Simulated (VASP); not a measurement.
Set up this calculation in VASP 6.6.1, as the native input.

| Property | Result |
| --- | --- |
| Task | relaxation of the atoms |
| Functional | PBE |
| Potentials or basis | VASP PAW PBE potentials, release 64 (Be, Al) |
| Cutoff | 520 eV |
| k mesh | 3 × 3 × 1 |
| Occupations | fermi-dirac, width 0.05 eV |
| Spin | no spin polarisation |
| Dipole correction | no |
| Atoms held fixed (from 0) | [0, 1, 2, 3] |
| Further INCAR settings | ALGO = Normal; EDIFF = 1e-06; IBRION = 2; EDIFFG = -0.08; NSW = 45 |

The structure of Be12Al lies in POSCAR:

```
Be12Al
1.0
    4.5800000000      0.0000000000      0.0000000000
    2.2900000000      3.9663960000      0.0000000000
    0.0000000000      0.0000000000     16.5884300000
Be Al
12 1
Selective dynamics
Direct
    0.0000000000      0.0000000000      0.0602830000  F F F
    0.5000000000      0.0000000000      0.0602830000  F F F
    0.0000000000      0.5000000000      0.0602830000  F F F
    0.5000000000      0.5000000000      0.0602830000  F F F
   -0.1666667000      0.3333333000      0.1684436000  T T T
    0.3333333000      0.3333333000      0.1684436000  T T T
   -0.1666667000      0.8333333000      0.1684436000  T T T
    0.3333333000      0.8333333000      0.1684436000  T T T
    0.0000000000      0.0000000000      0.2766042000  T T T
    0.5000000000      0.0000000000      0.2766042000  T T T
    0.0000000000      0.5000000000      0.2766042000  T T T
    0.5000000000      0.5000000000      0.2766042000  T T T
    0.1717934000      0.6227154000      0.3899362000  T T T
```

These files were run (other wordings do the same):

INCAR

```
SYSTEM = Be12Al
PREC = Accurate
ENCUT = 520
EDIFF = 1E-6
ISMEAR = -1
SIGMA = 0.05
LREAL = .False.
LASPH = .True.
NELM = 100
ALGO = Normal
ISIF = 2
LWAVE = .False.
LCHARG = .False.
GGA = PE
IBRION = 2
NSW = 45
EDIFFG = -0.08
```

KPOINTS

```
regular mesh
0
Gamma
  3 3 1
  0 0 0
```

Potentials or basis: VASP PAW PBE potentials, release 64 (Be, Al).

Run with:

```bash
$ cat potpaw_PBE.64/Be/POTCAR potpaw_PBE.64/Al/POTCAR > POTCAR
$ mpirun -np 1 vasp_std > vasp.out
```

Results of the run:

| Quantity | Value |
| --- | --- |
| Energy gained by relaxing | 22.6 meV/atom |
| Ionic steps | 8 |

Caveat: the k points lie up to 0.53 Å⁻¹ apart.

Wall time 4.6 min on 1 thread of AMD EPYC 7R13 Processor (Zen 3), with other jobs on the host, peak memory 0.38 GiB.
